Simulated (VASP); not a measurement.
Crystal: NaF.

```xyz
2
Lattice="0.0000 2.3201 2.2888 2.3201 0.0000 2.2888 2.3201 2.3201 0.0000" Properties=species:S:1:pos:R:3 pbc="T T T"
Na    0.0000    0.0000    0.0000
F     2.3201    2.3201    2.2888
```

This cell differs from its parent crystal: epitaxial xy strain +1.0%.

Base run:

| Quantity | Value |
| --- | --- |
| Program | VASP 6.6.1 |
| Functional | PBE |
| Potentials or basis | VASP PAW PBE potentials, release 64 (Na_pv, F) |
| Cutoff | 520 eV |
| k mesh | 10 × 10 × 10 |
| Occupations | fermi-dirac, width 0.02 eV |
| Spin | no spin polarisation |

Its results: band gap on the k mesh 6.35 eV, direct; pressure 2.6 GPa.

Question: The run is repeated on the same cell with these changes: functional from PBE to r2SCAN; occupations from fermi-dirac, width 0.02 eV to gaussian, width 0.01 eV. What comes out?

Answer: Band gap on the k mesh 7.23 eV, direct; pressure -1.5 GPa.

Caveats: the PAW data sets were made with another functional, which shifts forces and pressure a little (some runs).

A k mesh can miss the band edges.
